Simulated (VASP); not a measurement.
Input of a VASP 6.6.1 run:

File INCAR:

```
SYSTEM = TiC
PREC     = Accurate       ! precision mode
ENCUT    = 520            ! plane-wave cutoff, eV
EDIFF    = 1E-6           ! SCF threshold, eV
ISMEAR   = 0              ! smearing method
SIGMA    = 0.15           ! smearing width, eV
LREAL    = .False.        ! projectors in reciprocal space
LASPH    = .True.         ! aspherical terms in the spheres
NELM     = 60             ! most SCF steps
ALGO     = Normal         ! electronic algorithm
ISIF     = 2              ! what is computed and relaxed
LWAVE    = .False.        ! write WAVECAR
LCHARG   = .False.        ! write CHGCAR
GGA      = PE             ! functional
NBANDS   = 24             ! bands
```

KPOINTS

```
regular mesh
0
Gamma
  20 20 14
  0 0 0
```

The input POSCAR:

```
TiC
1.0
    0.0000000000     -2.1664615256     -2.1664615256
    0.0000000000      2.1664615256     -2.1664615256
    4.3329230512      0.0000000000      0.0000000000
Ti C
2 2
Direct
    0.5028955561      0.4971044439      0.5000000000
    1.0028955561      0.9971044439      0.0000000000
    0.4884604459      0.5115395541      0.0000000000
   -0.0115395541      0.0115395541      0.5000000000
```

Potentials or basis: VASP PAW PBE potentials, release 64 (Ti_sv, C).

The run is started by

```bash
$ cat potpaw_PBE.64/Ti_sv/POTCAR potpaw_PBE.64/C/POTCAR > POTCAR
$ mpirun -np 1 vasp_std > vasp.out
```

(1) Predict the pressure.

(2) Estimate the band gap on the k mesh.

## Answers

(1) 0.7 GPa.

(2) zero (bands 16 and 17 overlap by 0.98 eV).

Caveat: the cell differs from its parent crystal (atoms displaced along a vibrational mode).
